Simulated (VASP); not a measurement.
# Ru (P6_3/mmc) in VASP: relaxation of cell and atoms with LDA

Aim: the relaxation of cell and atoms of Ru with LDA.

Program: VASP 6.6.1. These are calculated values, not measurements. Logs are shortened: lines on timing, memory, paths and dates and some standing lists are left out, and cuts for length are marked.

## 1. The cell of the first run

The structure is hexagonal, space group P6_3/mmc (No. 194). The conventional cell has a = 2.700 Å, b = 2.700 Å, c = 4.277 Å, α = 90.00°, β = 90.00°, γ = 120.00°. Within 3.5 Å of Ru (site symmetry -6m2) lie 12 Ru at 2.65 to 2.70 Å.

## 2. Relaxation of cell and atoms, LDA

INCAR reads:

```
SYSTEM = Ru
PREC = Accurate ; ENCUT = 600
EDIFF = 1E-7 ; ISMEAR = 0
SIGMA = 0.05 ; LREAL = .False.
LASPH = .True. ; NELM = 80
ALGO = Normal ; ISIF = 3
LWAVE = .False. ; LCHARG = .False.
IBRION = 2 ; NSW = 80
EDIFFG = -0.01
```

KPOINTS reads:

```
Automatic mesh
0
Gamma
  18 18 10
  0 0 0
```

POSCAR reads:

```
Ru
1.0
    2.7000000000      0.0000000000      0.0000000000
   -1.3500000000      2.3382685902      0.0000000000
    0.0000000000      0.0000000000      4.2768000000
Ru
2
Direct
    0.3333333333      0.6666666667      0.7500000000
    0.6666666667      0.3333333333      0.2500000000
```

Potentials or basis: VASP PAW LDA potentials, release 64 (Ru_pv).

Run with:

```console
> cat potpaw_LDA.64/Ru_pv/POTCAR > POTCAR
> mpirun -np 1 vasp_std > vasp.out
```

OUTCAR:

```text
SYSTEM = Ru
   PREC = Accurate
   ENCUT = 600
   EDIFF = 1E-7
   ISMEAR = 0
   LREAL = .False.
   LASPH = .True.
   NELM = 80
   ISIF = 3
   IBRION = 2
   NSW = 80
   EDIFFG = -0.01

 ion  position               nearest neighbor table
   1  0.333  0.667  0.750-   2 2.65   2 2.65   2 2.65   2 2.65   2 2.65   2 2.65
   2  0.667  0.333  0.250-   1 2.65   1 2.65   1 2.65   1 2.65   1 2.65   1 2.65

  LATTYP: Found a hexagonal cell.
 ALAT       =     2.7000000000
 C/A-ratio  =     1.5840000000

  Lattice vectors:

 A1 = (   2.7000000000,   0.0000000000,   0.0000000000)
 A2 = (  -1.3500000000,   2.3382685902,   0.0000000000)
 A3 = (   0.0000000000,   0.0000000000,   4.2768000000)

Analysis of symmetry for initial positions (statically):
=====================================================================
 Subroutine PRICEL returns:
 Original cell was already a primitive cell.

 Routine SETGRP: Setting up the symmetry group for a
 hexagonal supercell.

 Subroutine GETGRP returns: Found 24 space group operations
 (whereof 12 operations were pure point group operations)
 out of a pool of 24 trial point group operations.

The static configuration has the point symmetry D_3d.
 The point group associated with its full space group is D_6h.

Analysis of symmetry for dynamics (positions and initial velocities):
=====================================================================
 Subroutine PRICEL returns:
 Original cell was already a primitive cell.

 Routine SETGRP: Setting up the symmetry group for a
 hexagonal supercell.

 Subroutine GETGRP returns: Found 24 space group operations
 (whereof 12 operations were pure point group operations)
 out of a pool of 24 trial point group operations.

The dynamic configuration has the point symmetry D_3d.
 The point group associated with its full space group is D_6h.

 Subroutine INISYM returns: Found 24 space group operations
 (whereof 12 operations are pure point group operations),
 and found     1 'primitive' translations

----------------------------------------------------------------------------------------

                                     Primitive cell

  volume of cell :      27.0008

  direct lattice vectors                    reciprocal lattice vectors
     2.700000000  0.000000000  0.000000000     0.370370370  0.213833433  0.000000000
    -1.350000000  2.338268590  0.000000000     0.000000000  0.427666866  0.000000000
[... 94 lines left out ...]
   TEBEG  =    0.0;   TEEND  =   0.0 temperature during run
   PSTRESS=    0.0 pullay stress
   NELECT =      28.0000    total number of electrons
   NUPDOWN=      -1.0000    fix difference up-down
   EMIN   =  10.00;   EMAX   =-10.00  energy-range for DOS
   EFERMI =   0.00;   METHOD = LEGACY
   ISMEAR =     0;   SIGMA  =   0.05  broadening in eV -4-tet -1-fermi 0-gaus
   EFERMI_NEDOS =   21; number of points for ismear=-14 and -15
   IALGO  =     38    algorithm
   IMIX   =      4    mixing-type and parameters
     AMIX     =   0.40;   BMIX     =  1.00
     AMIX_MAG =   1.60;   BMIX_MAG =  1.00
  volume/ion in A,a.u.               =      13.50        91.11
  Fermi-wavevector in a.u.,A,eV,Ry     =   1.657048  3.131367 37.358996  2.745809
  Thomas-Fermi vector in A             =   2.744868
   LORBIT       =      0    0 simple, 1 ext, 2 COOP (PROOUT), +10 PAW based schemes
   GGA     = CA    functional components
   LHFCALC =     F    Hartree Fock is set to
   AEXX    =    0.0000 exact exchange contribution
   IVDW    =     0    specifies the selected vdW correction
   LEPSILON=     F    determine dielectric tensor
   LRPA    =     F    only Hartree local field effects (RPA)
 conjugate gradient relaxation of ions
 non-spin polarized calculation
 Gauss-broadening in eV      SIGMA  =   0.05
  energy-cutoff  :      600.00
  volume of cell :       27.00
 maximum number of plane-waves:       929
 NGX is ok and might be reduce to    24
   NGX = 11   NGY = 11   NGZ = 17

--------------------------------------- Ionic step        1  -------------------------------------------

 number of electron      28.0000000 magnetization

 Free energy of the ion-electron system (eV)
  ---------------------------------------------------
  ext. energy  EPLUGINS =         0.00000000
  ---------------------------------------------------
  free energy    TOTEN  =       -21.36689213 eV

  energy without entropy =      -21.36446843  energy(sigma->0) =      -21.36568028

------------------------ aborting loop because EDIFF is reached ----------------------------------------

  FORCE on cell =-STRESS in cart. coord.  units (eV):
  Direction    XX          YY          ZZ          XY          YZ          ZX
  --------------------------------------------------------------------------------------
  -------------------------------------------------------------------------------------
  Total       -1.5963080     -1.5963080     -1.8092907      0.0000000     -0.0000000      0.0000000
  in kB      -94.7218496    -94.7218496   -107.3598340      0.0000000     -0.0000000      0.0000000
  external PRESSURE =     -98.9345110 kB  Pullay stress =       0.0000000 kB
[... 203 lines left out ...]
--------------------------------------- Ionic step        7  -------------------------------------------

 number of electron      27.9999993 magnetization

 Free energy of the ion-electron system (eV)
  ---------------------------------------------------
  ext. energy  EPLUGINS =         0.00000000
  ---------------------------------------------------
  free energy    TOTEN  =       -21.39124622 eV

  energy without entropy =      -21.38889841  energy(sigma->0) =      -21.39007231

 E-fermi :  13.3257     XC(G=0): -14.5921

 val. band max:       13.3229715989   @ k =   0.1667   0.0000   0.4000
 cond. band min:      13.3285534863   @ k =   0.1667   0.1111   0.3000
 fundamental gap:      0.0055818874
 Fermi energy:        13.3257112159

 k-point     1 :       0.0000    0.0000    0.0000
  band No.  band energies     occupation
      1     -30.2623      2.00000
      2     -29.1983      2.00000
      3     -29.1983      2.00000
      4     -29.0057      2.00000
      5     -29.0057      2.00000
      6     -28.9599      2.00000
[... 481 lines left out ...]
      5     -29.2898      2.00000
      6     -29.2020      2.00000
[... 10 lines left out ...]
     17      17.2854      0.00000
     18      21.0270      0.00000

 [... further k-points ...]

------------------------ aborting loop because EDIFF is reached ----------------------------------------

  FORCE on cell =-STRESS in cart. coord.  units (eV):
  Direction    XX          YY          ZZ          XY          YZ          ZX
  --------------------------------------------------------------------------------------
  -------------------------------------------------------------------------------------
  Total       -0.0000299     -0.0000299     -0.0158705     -0.0000000      0.0000000      0.0000000
  in kB       -0.0018234     -0.0018234     -0.9691212     -0.0000000      0.0000000      0.0000000
  external PRESSURE =      -0.3242560 kB  Pullay stress =       0.0000000 kB
[... 17 lines left out ...]
  FREE ENERGIE OF THE ION-ELECTRON SYSTEM (eV)
  ---------------------------------------------------
  free  energy   TOTEN  =       -21.3912462182 eV

  energy  without entropy=      -21.3888984097  energy(sigma->0) =      -21.39007231

 reached required accuracy - stopping structural energy minimisation
```

CONTCAR:

```text
Ru
   1.00000000000000
     2.6755726260868999    0.0000000000000000    0.0000000000000000
    -1.3377863130434500    2.3171138638440030    0.0000000000000000
     0.0000000000000000   -0.0000000000000000    4.2321202758026226
  Ru
     2
Direct
     0.3333333332999970    0.6666666667000030    0.7500000000000000
     0.6666666667000030    0.3333333332999970    0.2500000000000000

  0.00000000E+00  0.00000000E+00  0.00000000E+00
  0.00000000E+00  0.00000000E+00  0.00000000E+00
```

Wall time 9.1 min (1 thread of Intel Xeon 8259CL, shared host); peak memory 0.24 GiB.

What came out:

```yaml
Free_energy: -21.3912 eV
Relaxed_volume: 13.12 Å³/atom
Relaxed_cell: a = 2.676 Å, b = 2.676 Å, c = 4.232 Å, α = 90.00°, β = 90.00°, γ = 120.00°
Space_group_after_relaxing_to_0.1_Å: P6_3/mmc (No. 194)
Energy_gained_by_relaxing: 12.2 meV/atom
Ionic_steps: 7
Pressure_after_relaxing: 0.0 GPa
Band_gap_on_the_k_mesh: zero (bands 14 and 15 overlap by 3.31 eV)
```

Stress tensor (GPa, compression positive):
```
 0.00  0.00  0.00
 0.00  0.00  0.00
 0.00  0.00 -0.10
```

The path:
```
step  energy change (eV)  largest force (eV/Å)  pressure (GPa)  volume (Å³)
   1              0.0000                0.0000           -9.89        27.00
   2              0.2705                0.0000           43.65        23.87
   3             -0.0243                0.0000           -0.42        26.27
   4             -0.0244                0.0000           -0.05        26.24
   5             -0.0243                0.0000            0.17        26.22
   6             -0.0243                0.0000           -0.43        26.27
   7             -0.0244                0.0000           -0.03        26.24
```

Final structure:
```
Ru
1.0
     2.67557    0.00000    0.00000
    -1.33779    2.31711    0.00000
     0.00000    0.00000    4.23212
Ru
2
Cartesian
  0.0000 1.5447 3.1741
  1.3378 0.7724 1.0580
```
